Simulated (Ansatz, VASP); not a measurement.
## MnAl5 in VASP and in Ansatz

INCAR

```
SYSTEM = MnAl5
  ALGO = Fast
  EDIFF = 1E-6
  ENCUT = 520
  GGA = PE
  ISIF = 2
  ISMEAR = 0
  LASPH = .True.
  LCHARG = .True.
  LELF = .True.
  LREAL = .False.
  LVHAR = .True.
  LWAVE = .False.
  NBANDS = 40
  NELM = 80
  PREC = Accurate
  SIGMA = 0.2
```

KPOINTS

```
k-points
0
Gamma
  6 4 4
  0 0 0
```

Contents of POSCAR:

```
MnAl5
1.0
   -4.4473788016      0.0000000000      0.0000000000
    0.0000000000      0.0000000000     -5.1587167958
    0.0000000000     -7.7030860450      0.0000000000
Mn Al
2 10
Direct
    0.5000000000      0.5000000000      0.5000000000
    0.0000000000      0.5000000000      0.0000000000
    0.5000000000      0.2567567508      0.8333333333
    0.0000000000      0.2567567508      0.3333333333
    0.5000000000      0.0000000000      0.5000000000
    0.0000000000      0.0000000000      0.0000000000
    0.5000000000      0.7432432492      0.8333333333
    0.0000000000      0.7432432492      0.3333333333
    0.0000000000      0.7432432492      0.6666666667
    0.5000000000      0.7432432492      0.1666666667
    0.0000000000      0.2567567508      0.6666666667
    0.5000000000      0.2567567508      0.1666666667
```

Input for Ansatz:

```yaml
crystal:
  lattice:
    - [-4.4473788016, 0.0, 0.0]
    - [0.0, 0.0, -5.1587167958]
    - [0.0, -7.703086045, 0.0]
  atoms:
    - { symbol: Mn, position: [0.5, 0.5, 0.5] }
    - { symbol: Mn, position: [0.0, 0.5, 0.0] }
    - { symbol: Al, position: [0.5, 0.2567567508, 0.8333333333] }
    - { symbol: Al, position: [0.0, 0.2567567508, 0.3333333333] }
    - { symbol: Al, position: [0.5, 0.0, 0.5] }
    - { symbol: Al, position: [0.0, 0.0, 0.0] }
    - { symbol: Al, position: [0.5, 0.7432432492, 0.8333333333] }
    - { symbol: Al, position: [0.0, 0.7432432492, 0.3333333333] }
    - { symbol: Al, position: [0.0, 0.7432432492, 0.6666666667] }
    - { symbol: Al, position: [0.5, 0.7432432492, 0.1666666667] }
    - { symbol: Al, position: [0.0, 0.2567567508, 0.6666666667] }
    - { symbol: Al, position: [0.5, 0.2567567508, 0.1666666667] }
basis:
  ecutwfc: 420
kpoints:
  mp_grid: { grid: [6, 4, 4] }
hamiltonian:
  xc: pbe
scf:
  occupations: { method: gaussian, width: 0.2 }
  lower_state_search: "off"
output:
  forces: true
  stress: true
  eigenvalues: true
```

Alike in both runs: task single point; functional PBE; k mesh 6 × 4 × 4; occupations gaussian, width 0.2 eV; no spin polarisation.

|  | VASP | Ansatz |
| --- | --- | --- |
| version | VASP 6.6.1 | Ansatz 0.2.0 |
| potentials or method | VASP PAW PBE potentials, release 64 (Mn_pv, Al), cutoff 520 eV | scalar-relativistic, plane waves, PAW |
| valence electrons in the cell | 56 | 60 |

```tsv
	VASP	Ansatz	Ansatz less VASP
gap on the k mesh at the Fermi level (eV)	none	none	-
pressure (GPa)	0.0	0.0	+0.01
rms of the force components (eV/Å)	0.004	0.003	-0.0016
```

Atom by atom the forces differ by 0.003 eV/Å (rms over components). A gap of «none» marks a metal or a gap that the smearing closes. The functional is the same, so the differences come from potentials, cutoffs and numerics. VASP's potentials hold 56 valence electrons a cell and Ansatz's 60, so a difference there can come from the potentials and not from the codes.
